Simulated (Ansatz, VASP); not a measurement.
## CdS: VASP beside Ansatz

File INCAR:

```
SYSTEM = CdS
PREC = Accurate
ENCUT = 500
EDIFF = 1E-7
ISMEAR = 0
SIGMA = 0.02
LREAL = .False.
LASPH = .True.
NELM = 120
ALGO = Normal
ISIF = 3
LWAVE = .False.
LCHARG = .False.
GGA = PS
IBRION = 2
NSW = 100
EDIFFG = -0.002
GGA_COMPAT = .False.
NELMIN = 4
```

KPOINTS

```
Automatic mesh
0
Gamma
  8 8 8
  0 0 0
```

POSCAR

```
CdS
1.0
    0.0000000000      2.9429534600      2.9429534600
    2.9429534600      0.0000000000      2.9429534600
    2.9429534600      2.9429534600      0.0000000000
Cd S
1 1
Direct
    0.0000000000      0.0000000000      0.0000000000
    0.2500000000      0.2500000000      0.2500000000
```

Input for Ansatz:

```yaml
crystal:
  lattice:
    - [0.0, 2.94295346, 2.94295346]
    - [2.94295346, 0.0, 2.94295346]
    - [2.94295346, 2.94295346, 0.0]
  atoms:
    - { symbol: Cd, position: [0.0, 0.0, 0.0] }
    - { symbol: S, position: [0.25, 0.25, 0.25] }
basis:
  ecutwfc: 420
kpoints:
  mp_grid: { grid: [8, 8, 8] }
hamiltonian:
  xc: pbesol
  pseudopotentials: { kind: paw }
scf:
  occupations: { method: gaussian, width: 0.02 }
output:
  forces: true
  stress: true
  eigenvalues: true
relax:
  adjacent_minimum: "off"
  f_tol: 0.002
  max_steps: 80
  cell: { stress_tol: 0.02 }
```

Alike in both runs: task relaxation of cell and atoms; functional PBEsol; k mesh 8 × 8 × 8; occupations gaussian, width 0.02 eV; no spin polarisation.

```csv
,VASP,Ansatz
version,VASP 6.6.1,Ansatz 0.2.0
potentials or method,"VASP PAW PBE potentials, release 64 (Cd, S), cutoff 500 eV","scalar-relativistic, plane waves, PAW"
valence electrons in the cell,18,26
```

Ansatz gave:

```
gap on the k mesh at the Fermi level, each at its own relaxed structure (eV) : 1.01
relaxed volume (Å³/atom)                                                     : 24.69
relaxed cell length with the largest relative difference (Å)                 : 4.118
```

Task: What did VASP give for the same quantities?

Result: gap on the k mesh at the Fermi level, each at its own relaxed structure (eV): 1.00; relaxed volume (Å³/atom): 24.86; relaxed cell length with the largest relative difference (Å): 4.127.

VASP's potentials were made for PBE, not for PBEsol. VASP's potentials hold 18 valence electrons a cell and Ansatz's 26, so a difference there can come from the potentials and not from the codes.
